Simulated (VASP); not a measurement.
# Pt (P6_3/mmc) in VASP: further runs

The runs below take Pt through single point, with PBE.

All numbers are computed with VASP 6.6.1; they aren't measurements. Logs are shortened: lines on timing, memory, paths and dates and some standing lists are left out, and cuts for length are marked.

### Step 1. The cell of the first run

The structure is hexagonal, space group P6_3/mmc (No. 194). Conventional cell: a = 2.710 Å, b = 2.710 Å, c = 4.662 Å, α = 90.00°, β = 90.00°, γ = 120.00°. Within 3.6 Å of Pt (site symmetry -6m2) lie 12 Pt at 2.71 to 2.81 Å.

### Step 2. Single point, PBE

INCAR

```
  ALGO = Fast
  EDIFF = 1E-6
  ENCUT = 520
  GGA = PE
  ISIF = 2
  ISMEAR = 0
  LASPH = T
  LCHARG = F
  LREAL = F
  LWAVE = F
  NBANDS = 17
  NELM = 80
  PREC = Accurate
  SIGMA = 0.15
```

KPOINTS

```
k-points
0
Gamma
  18 18 10
```

POSCAR

```
Pt
1.0
    2.7103000000      0.0000000000      0.0000000000
   -1.3551500000      2.3471886519      0.0000000000
    0.0000000000      0.0000000000      4.6618000000
Pt
2
Direct
    0.6666666667      0.3333333333      0.7500000000
    0.3333333333      0.6666666667      0.2500000000
```

Potentials or basis: VASP PAW PBE potentials, release 64 (Pt).

Run with:

```sh
> cat potpaw_PBE.64/Pt/POTCAR > POTCAR
> mpirun -np 1 vasp_std > vasp.out
```

OUTCAR:

```text
EDIFF = 1E-6
   ENCUT = 520
   GGA = PE
   ISIF = 2
   ISMEAR = 0
   LASPH = T
   LREAL = F
   NELM = 80
   PREC = Accurate

 ion  position               nearest neighbor table
   1  0.667  0.333  0.750-   2 2.81   2 2.81   2 2.81   2 2.81   2 2.81   2 2.81
   2  0.333  0.667  0.250-   1 2.81   1 2.81   1 2.81   1 2.81   1 2.81   1 2.81

  LATTYP: Found a hexagonal cell.
 ALAT       =     2.7103000000
 C/A-ratio  =     1.7200309929

  Lattice vectors:

 A1 = (   2.7103000000,   0.0000000000,   0.0000000000)
 A2 = (  -1.3551500000,   2.3471886519,   0.0000000000)
 A3 = (   0.0000000000,   0.0000000000,   4.6618000000)

Analysis of symmetry for initial positions (statically):
=====================================================================
 Subroutine PRICEL returns:
 Original cell was already a primitive cell.

 Routine SETGRP: Setting up the symmetry group for a
 hexagonal supercell.

 Subroutine GETGRP returns: Found 24 space group operations
 (whereof 12 operations were pure point group operations)
 out of a pool of 24 trial point group operations.

The static configuration has the point symmetry D_3d.
 The point group associated with its full space group is D_6h.

Analysis of symmetry for dynamics (positions and initial velocities):
=====================================================================
 Subroutine PRICEL returns:
 Original cell was already a primitive cell.

 Routine SETGRP: Setting up the symmetry group for a
 hexagonal supercell.

 Subroutine GETGRP returns: Found 24 space group operations
 (whereof 12 operations were pure point group operations)
 out of a pool of 24 trial point group operations.

The dynamic configuration has the point symmetry D_3d.
 The point group associated with its full space group is D_6h.

 Subroutine INISYM returns: Found 24 space group operations
 (whereof 12 operations are pure point group operations),
 and found     1 'primitive' translations

----------------------------------------------------------------------------------------

                                     Primitive cell

  volume of cell :      29.6564

  direct lattice vectors                    reciprocal lattice vectors
     2.710300000  0.000000000  0.000000000     0.368962845  0.213020798  0.000000000
    -1.355150000  2.347188652  0.000000000     0.000000000  0.426041596  0.000000000
     0.000000000  0.000000000  4.661800000     0.000000000  0.000000000  0.214509417

  length of vectors
     2.710300000  2.710300000  4.661800000     0.426041596  0.426041596  0.214509417

  position of ions in fractional coordinates (direct lattice)
     0.666666667  0.333333333  0.750000000
     0.333333333  0.666666667  0.250000000

  ion indices of the primitive-cell ions
   primitive index   ion index
                 1           1
                 2           2

----------------------------------------------------------------------------------------

 KPOINTS: k-points

Automatic generation of k-mesh.
 Grid dimensions read from file:
 generate k-points for:   18   18   10

 Generating k-lattice:

  Cartesian coordinates                     Fractional coordinates (reciprocal lattice)
     0.020497936  0.011834489  0.000000000     0.055555556  0.000000000  0.000000000
     0.000000000  0.023668978  0.000000000     0.000000000  0.055555556  0.000000000
     0.000000000  0.000000000  0.021450942     0.000000000  0.000000000  0.100000000

  Length of vectors
     0.023668978  0.023668978  0.021450942

  Shift w.r.t. Gamma in fractional coordinates (k-lattice)
     0.000000000  0.000000000  0.000000000

 Subroutine IBZKPT returns following result:
 ===========================================

 Found    222 irreducible k-points:

 Following reciprocal coordinates:
            Coordinates               Weight
  0.000000  0.000000  0.000000      1.000000
  0.055556  0.000000  0.000000      6.000000
  0.111111  0.000000  0.000000      6.000000
  0.166667  0.000000  0.000000      6.000000
  0.222222  0.000000  0.000000      6.000000
  0.277778 -0.000000  0.000000      6.000000
[... 16 lines left out ...]
  0.333333  0.111111  0.000000     12.000000
  0.388889  0.111111  0.000000     12.000000
 [... further k-points ...]
   k-points           NKPTS =    222   k-points in BZ     NKDIM =    222   number of bands    NBANDS=     17
   number of dos      NEDOS =    301   number of ions     NIONS =      2
   total plane-waves  NPLWV =  14400
   dimension x,y,z NGX =    20 NGY =   20 NGZ =   36
   dimension x,y,z NGXF=    40 NGYF=   40 NGZF=   72
   ions per type =               2
   NGX,Y,Z   is equivalent  to a cutoff of  12.27, 12.27, 12.84 a.u.
   NGXF,Y,Z  is equivalent  to a cutoff of  24.54, 24.54, 25.68 a.u.
 SYSTEM =  unknown system
   PREC   = accura    normal or accurate (medium, high low for compatibility)
   ISTART =      0    job   : 0-new  1-cont  2-samecut
   ICHARG =      2    charge: 1-file 2-atom 10-const
   ISPIN  =      1    spin polarized calculation?
   LNONCOLLINEAR =      F non collinear calculations
   LSORBIT =      F    spin-orbit coupling
   LASPH  =      T    aspherical Exc in radial PAW
   ENCUT  =  520.0 eV  38.22 Ry    6.18 a.u.   5.04  5.04  8.67*2*pi/ulx,y,z
   NELM   =     80;   NELMIN=  2; NELMDL= -5     # of ELM steps
   EDIFF  = 0.1E-05   stopping-criterion for ELM
   LREAL  =      F    real-space projection
   EDIFFG = 0.1E-04   stopping-criterion for IOM
   NSW    =      0    number of steps for IOM
   IBRION =     -1    ionic relax: 0-MD 1-quasi-New 2-CG
   NFREE  =      0    steps in history (QN), initial steepest desc. (CG)
   ISIF   =      2    stress and relaxation
   ISYM   =      2    0-nonsym 1-usesym 2-fastsym
   POTIM  = 0.5000    time-step for ionic-motion
   TEBEG  =    0.0;   TEEND  =   0.0 temperature during run
   PSTRESS=    0.0 pullay stress
   NELECT =      20.0000    total number of electrons
   NUPDOWN=      -1.0000    fix difference up-down
   EMIN   =  10.00;   EMAX   =-10.00  energy-range for DOS
   EFERMI =   0.00;   METHOD = LEGACY
   ISMEAR =     0;   SIGMA  =   0.15  broadening in eV -4-tet -1-fermi 0-gaus
   EFERMI_NEDOS =   21; number of points for ismear=-14 and -15
   IALGO  =     68    algorithm
   IMIX   =      4    mixing-type and parameters
     AMIX     =   0.40;   BMIX     =  1.00
     AMIX_MAG =   1.60;   BMIX_MAG =  1.00
  volume/ion in A,a.u.               =      14.83       100.07
  Fermi-wavevector in a.u.,A,eV,Ry     =   1.435639  2.712964 28.042404  2.061059
  Thomas-Fermi vector in A             =   2.554915
   LORBIT       =      0    0 simple, 1 ext, 2 COOP (PROOUT), +10 PAW based schemes
   GGA     = PE    functional components
   LHFCALC =     F    Hartree Fock is set to
   AEXX    =    0.0000 exact exchange contribution
   IVDW    =     0    specifies the selected vdW correction
   LEPSILON=     F    determine dielectric tensor
   LRPA    =     F    only Hartree local field effects (RPA)
 non-spin polarized calculation
 RMM-DIIS sequential band-by-band and
 Gauss-broadening in eV      SIGMA  =   0.15
  energy-cutoff  :      520.00
  volume of cell :       29.66
 maximum number of plane-waves:       825
   NGX = 11   NGY = 11   NGZ = 17

 number of electron      20.0000001 magnetization

 Free energy of the ion-electron system (eV)
  ---------------------------------------------------
  ext. energy  EPLUGINS =         0.00000000
  ---------------------------------------------------
  free energy    TOTEN  =       -12.01208360 eV

  energy without entropy =      -11.97236836  energy(sigma->0) =      -11.99222598

 E-fermi :  11.5691     XC(G=0): -13.5885

 val. band max:       11.5690501869   @ k =   0.3889   0.0556   0.1000
 cond. band min:      11.5697282678   @ k =   0.3889   0.1667   0.1000
 fundamental gap:      0.0006780809
 Fermi energy:        11.5691108417

 k-point     1 :       0.0000    0.0000    0.0000
  band No.  band energies     occupation
      1       1.1822      2.00000
      2       3.9116      2.00000
      3       7.2845      2.00000
      4       7.7910      2.00000
      5       7.7910      2.00000
      6       8.2141      2.00000
[... 9 lines left out ...]
     16      28.8664      0.00000
     17      33.1958      0.00000

 k-point     2 :       0.0556    0.0000    0.0000
  band No.  band energies     occupation
      1       1.3007      2.00000
      2       4.0211      2.00000
      3       7.2643      2.00000
      4       7.7921      2.00000
      5       7.8840      2.00000
      6       8.1523      2.00000
[... 9 lines left out ...]
     16      29.0480      0.00000
     17      32.5890      0.00000

 k-point     3 :       0.1111    0.0000    0.0000
  band No.  band energies     occupation
      1       1.6471      2.00000
      2       4.3295      2.00000
      3       7.1485      2.00000
      4       7.8292      2.00000
      5       8.0420      2.00000
      6       8.1588      2.00000
[... 9 lines left out ...]
     16      29.3895      0.00000
     17      31.3679      0.00000

 k-point     4 :       0.1667    0.0000    0.0000
  band No.  band energies     occupation
      1       2.1911      2.00000
      2       4.7588      2.00000
      3       6.9656      2.00000
      4       7.6612      2.00000
      5       7.8718      2.00000
      6       8.2588      2.00000
[... 9 lines left out ...]
     16      29.4147      0.00000
     17      29.9816      0.00000
[... 343 lines left out ...]
      1       4.5028      2.00000
      2       5.3264      2.00000
      3       5.9646      2.00000
      4       7.0329      2.00000
      5       7.7786      2.00000
      6       7.8237      2.00000
[... 9 lines left out ...]
     16      26.7757      0.00000
     17      28.0531      0.00000

 k-point    23 :       0.3333    0.1111    0.0000
  band No.  band energies     occupation
      1       4.8340      2.00000
      2       5.1186      2.00000
      3       5.6339      2.00000
      4       7.4794      2.00000
      5       7.7477      2.00000
      6       8.1722      2.00000
[... 9 lines left out ...]
     16      25.9309      0.00000
     17      26.1606      0.00000

 k-point    24 :       0.3889    0.1111    0.0000
  band No.  band energies     occupation
      1       4.9108      2.00000
      2       5.0132      2.00000
      3       5.4319      2.00000
      4       7.7605      2.00000
      5       7.9673      2.00000
      6       8.0391      2.00000
[... 9 lines left out ...]
     16      24.2868      0.00000
     17      25.6967      0.00000

 [... further k-points ...]

------------------------ aborting loop because EDIFF is reached ----------------------------------------

  FORCE on cell =-STRESS in cart. coord.  units (eV):
  Direction    XX          YY          ZZ          XY          YZ          ZX
  --------------------------------------------------------------------------------------
  -------------------------------------------------------------------------------------
  Total        3.1630576      3.1630576      3.0087175      0.0000000      0.0000000      0.0000000
  in kB      170.8829325    170.8829325    162.5447661      0.0000000      0.0000000      0.0000000
  external PRESSURE =     168.1035437 kB  Pullay stress =       0.0000000 kB

 VOLUME and BASIS-vectors are now :
 -----------------------------------------------------------------------------
  energy-cutoff  :      520.00
  volume of cell :       29.66
      direct lattice vectors                 reciprocal lattice vectors
     2.710300000  0.000000000  0.000000000     0.368962845  0.213020798  0.000000000
    -1.355150000  2.347188652  0.000000000     0.000000000  0.426041596  0.000000000
     0.000000000  0.000000000  4.661800000     0.000000000  0.000000000  0.214509417

 POSITION                                       TOTAL-FORCE (eV/Angst)
 -----------------------------------------------------------------------------------
      1.35515      0.78240      3.49635        -0.000000      0.000000      0.000000
     -0.00000      1.56479      1.16545         0.000000     -0.000000      0.000000
 -----------------------------------------------------------------------------------
    total drift:                               -0.000000      0.000000     -0.000000

  FREE ENERGIE OF THE ION-ELECTRON SYSTEM (eV)
  ---------------------------------------------------
  free  energy   TOTEN  =       -12.0120835952 eV

  energy  without entropy=      -11.9723683632  energy(sigma->0) =      -11.99222598
```

It took 81 s on 1 thread of Intel Xeon Platinum 8259CL at 2.50GHz (Skylake/Cascade Lake), shared host; peak memory 0.21 GiB.

Results:

```yaml
Free_energy: -12.0121 eV
Pressure: 16.8 GPa
Band_gap_on_the_k_mesh: zero (band 10 reaches 12.10 eV, above the bottom of band 11 at 10.68 eV)
```

Caveat: spin-orbit coupling is left out, which moves the levels of the heavy elements.

### Step 3. Single point, PBE

This run uses another cell than the first one, of the same volume but with other edges.

INCAR

```
SYSTEM = Pt
PREC = Accurate ; ENCUT = 520
EDIFF = 1E-7 ; ISMEAR = 0
SIGMA = 0.15 ; LREAL = .FALSE.
LASPH = .TRUE. ; NELM = 60
ALGO = Normal ; ISIF = 2
LWAVE = .FALSE. ; LCHARG = .FALSE.
GGA = PE ; NBANDS = 17
```

KPOINTS

```
regular mesh
0
G
  18 18 10
  0 0 0
```

POSCAR

```
Pt
1.0
    2.6137000000      0.0000000000      0.0000000000
   -1.3068500000      2.2635305979      0.0000000000
    0.0000000000      0.0000000000      5.0205000000
Pt
2
Direct
    0.6666666667      0.3333333333      0.7500000000
    0.3333333333      0.6666666667      0.2500000000
```

Potentials or basis: VASP PAW PBE potentials, release 64 (Pt).

Run with:

```sh
> cat potpaw_PBE.64/Pt/POTCAR > POTCAR
> mpirun -np 1 vasp_std > vasp.out
```

Run time: 92 s. Hardware: 1 thread of Intel Xeon Platinum 8259CL at 2.50GHz (Skylake/Cascade Lake), shared host; peak memory 0.21 GiB.

Results (log left out):

```
Free energy            : -11.7779 eV
Pressure               : 24.0 GPa
Band gap on the k mesh : zero (band 10 reaches 12.52 eV, above the bottom of band 11 at 10.74 eV)
```

Stress tensor (GPa, compression positive):
```
36.14  0.00  0.00
 0.00 36.14  0.00
 0.00  0.00 -0.13
```

Levels at points of the mesh, in eV from the Fermi level:
```
           k point  band 8  band 9  band 10  band 11  band 12  band 13
(0.00, 0.00, 0.00)   -1.60   -1.23    -1.23    -0.08    -0.08     3.80
(0.50, 0.00, 0.00)   -0.23    0.93     1.04     2.56     4.21     7.86
(0.00, 0.00, 0.50)   -3.77   -0.57    -0.57    -0.57    -0.57    10.19
(0.50, 0.00, 0.50)   -0.96    0.99     0.99     1.74     1.74     7.60
```

Caveat: spin-orbit coupling is left out, which moves the levels of the heavy elements.

### Step 4. Single point, PBE

This run uses another cell than the first one, of the same volume but with other edges.

INCAR

```
ALGO = Normal ; EDIFF = 1E-7
ENCUT = 520 ; GGA = PE
ISIF = 2 ; ISMEAR = 0
LASPH = T ; LCHARG = F
LREAL = F ; LWAVE = F
NBANDS = 17 ; NELM = 80
PREC = Accurate ; SIGMA = 0.15
```

KPOINTS

```
k-points
0
Gamma
  18 18 10
```

POSCAR

```
Pt
1.0
    2.6620000000      0.0000000000      0.0000000000
   -1.3310000000      2.3053596249      0.0000000000
    0.0000000000      0.0000000000      4.8412000000
Pt
2
Direct
    0.6666666667      0.3333333333      0.7500000000
    0.3333333333      0.6666666667      0.2500000000
```

Run with:

```sh
> cat potpaw_PBE.64/Pt/POTCAR > POTCAR
> mpirun -np 1 vasp_std > vasp.out
```

Wall time 90 s (1 thread of Intel Xeon Platinum 8259CL at 2.50GHz (Skylake/Cascade Lake), shared host); peak memory 0.21 GiB.

The run converged. Its results:

* Free energy: -11.9578 eV
* Pressure: 18.7 GPa
* Band gap on the k mesh: zero (band 10 reaches 12.27 eV, above the bottom of band 11 at 10.75 eV)

Stress tensor (GPa, compression positive):
```
24.42  0.00  0.00
 0.00 24.42  0.00
 0.00  0.00  7.24
```

Levels at points of the mesh, in eV from the Fermi level:
```csv
k point,band 6,band 7,band 8,band 9,band 10,band 11,band 12,band 13,band 14,band 15
"(0.00, 0.00, 0.00)",-3.46,-3.46,-1.63,-1.63,-1.29,-0.18,-0.18,4.50,14.91,15.27
"(0.50, 0.00, 0.00)",-3.09,-2.66,-0.11,0.60,0.77,2.48,4.11,7.64,8.80,10.07
"(0.00, 0.00, 0.50)",-3.75,-3.75,-3.75,-0.76,-0.76,-0.76,-0.76,11.35,11.35,15.72
"(0.50, 0.00, 0.50)",-1.82,-0.97,-0.97,0.69,0.69,1.70,1.70,7.21,7.21,13.83
```

Caveat: spin-orbit coupling is left out, which moves the levels of the heavy elements.

### Step 5. Single point, PBE

This run uses another cell than the first one, of 14.97 Å³/atom, 1.009 times its volume.

INCAR

```
ALGO = Normal ; EDIFF = 1E-6
ENCUT = 520 ; GGA = PE
ISIF = 2 ; ISMEAR = 0
LASPH = True ; LCHARG = False
LREAL = False ; LWAVE = False
NBANDS = 17 ; NELM = 60
PREC = Accurate ; SIGMA = 0.15
```

KPOINTS is that of step 4.

POSCAR

```
Pt
1.0
    2.7585396147      0.0000000000      0.0000000000
   -1.3792698074      2.3889653837      0.0000000000
    0.0000000000      0.0000000000      4.5423000000
Pt
2
Direct
    0.6666666667      0.3333333333      0.7500000000
    0.3333333333      0.6666666667      0.2500000000
```

Run with:

```sh
> cat potpaw_PBE.64/Pt/POTCAR > POTCAR
> mpirun -np 1 vasp_std > vasp.out
```

It took 78 s on 1 thread of Intel Xeon Platinum 8259CL at 2.50GHz (Skylake/Cascade Lake), shared host; peak memory 0.22 GiB.

It converged, with:

* Free energy: -12.0162 eV
* Pressure: 13.5 GPa
* Band gap on the k mesh: zero (band 10 reaches 11.77 eV, above the bottom of band 11 at 10.47 eV)

Stress tensor (GPa, compression positive):
```
10.84  0.00  0.00
 0.00 10.84  0.00
 0.00  0.00 18.95
```

Levels at points of the mesh, in eV from the Fermi level:
| k point | band 6 | band 7 | band 8 | band 9 | band 10 | band 11 | band 12 | band 13 | band 14 | band 15 |
| --- | --- | --- | --- | --- | --- | --- | --- | --- | --- | --- |
| (0.00, 0.00, 0.00) | -3.21 | -3.21 | -2.37 | -2.37 | -0.56 | -0.29 | -0.29 | 5.73 | 14.74 | 16.45 |
| (0.50, 0.00, 0.00) | -3.08 | -3.02 | 0.06 | 0.17 | 0.36 | 2.25 | 3.71 | 7.68 | 9.50 | 10.18 |
| (0.00, 0.00, 0.50) | -3.78 | -3.78 | -3.78 | -0.93 | -0.93 | -0.93 | -0.93 | 13.30 | 13.30 | 15.47 |
| (0.50, 0.00, 0.50) | -2.19 | -1.01 | -1.01 | 0.24 | 0.24 | 1.67 | 1.67 | 6.66 | 6.66 | 15.06 |

Caveat: spin-orbit coupling is left out, which moves the levels of the heavy elements.

### Step 6. Summary

| cell | gap on the mesh (eV) | pressure (GPa) |
| --- | --- | --- |
| a = 2.710, b = 2.710, c = 4.662 Å, angles 90.0, 90.0, 120.0°, 2 atoms | none | 16.8 |
| a = 2.614, b = 2.614, c = 5.021 Å, angles 90.0, 90.0, 120.0°, 2 atoms | none | 24.0 |
| a = 2.662, b = 2.662, c = 4.841 Å, angles 90.0, 90.0, 120.0°, 2 atoms | none | 18.7 |
| a = 2.759, b = 2.759, c = 4.542 Å, angles 90.0, 90.0, 120.0°, 2 atoms | none | 13.5 |

Alike in all rows: task single point; level PBE; potentials or basis VASP PAW PBE potentials, release 64 (Pt); no spin polarisation; k mesh 18 × 18 × 10; cutoff (eV) 520; smearing gaussian 0.15 eV.

Caveats: spin-orbit coupling is left out, which moves the levels of the heavy elements.

Total energies depend on the potentials used, so only differences within one code and one set of settings carry meaning.
